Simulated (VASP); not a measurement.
## Al5Cu: single point with PBE

Al5Cu:

```
Al Cu
1.0
     2.77720    0.00000    0.00000
    -1.38860    2.40513    0.00000
     0.00000    0.00000   13.60545
Al Cu
5 1
Cartesian
  0.0000 0.0000 0.0000
  0.0000 1.6034 11.3379
  1.3886 0.8017 9.0703
  0.0000 1.6034 4.5351
  1.3886 0.8017 2.2676
  0.0000 0.0000 6.8027
```

```yaml
Program: VASP 6.6.1
Task: single point
Functional: PBE
Potentials_or_basis: VASP PAW PBE potentials, release 64 (Al, Cu)
Cutoff: 520 eV
k_mesh: 6 × 6 × 2
Occupations: gaussian, width 0.1 eV
Spin: no spin polarisation
```

```json
{
  "Pressure": "3.2 GPa",
  "Largest force": "0.837 eV/Å",
  "Band gap on the k mesh": "zero (bands 13 and 14 overlap by 3.71 eV)"
}
```

Forces in eV/Å, atoms in the order of the input:
```
Al   0.000  0.000  0.000
Al   0.000  0.000 -0.166
Al   0.000  0.000 -0.837
Al   0.000  0.000  0.837
Al   0.000  0.000  0.166
Cu   0.000  0.000  0.000
```

Stress tensor (GPa, compression positive):
```
3.39 0.00 0.00
0.00 3.39 0.00
0.00 0.00 2.75
```

Levels at points of the mesh, in eV from the Fermi level:
| k point | band 10 | band 11 | band 12 | band 13 | band 14 | band 15 | band 16 | band 17 |
| --- | --- | --- | --- | --- | --- | --- | --- | --- |
| (0.00, 0.00, 0.00) | -2.81 | -2.59 | -2.59 | 1.19 | 1.81 | 7.65 | 8.29 | 11.49 |
| (0.50, 0.00, 0.00) | -2.46 | -2.41 | -2.11 | -1.48 | -1.12 | -0.10 | 1.66 | 2.33 |
| (0.00, 0.00, 0.50) | -2.59 | -2.59 | -1.66 | -0.84 | 4.31 | 4.88 | 11.00 | 11.49 |
| (0.50, 0.00, 0.50) | -2.78 | -2.48 | -2.11 | -1.57 | -0.12 | 0.03 | 0.68 | 1.14 |

Wall time 23 s on 1 thread of Intel(R) Xeon(R) 6975P-C (Granite Rapids), with other jobs on the host, peak memory 0.23 GiB.

Caveat: the k points lie up to 0.44 Å⁻¹ apart, too coarse for converged energies and pressures of a metal.
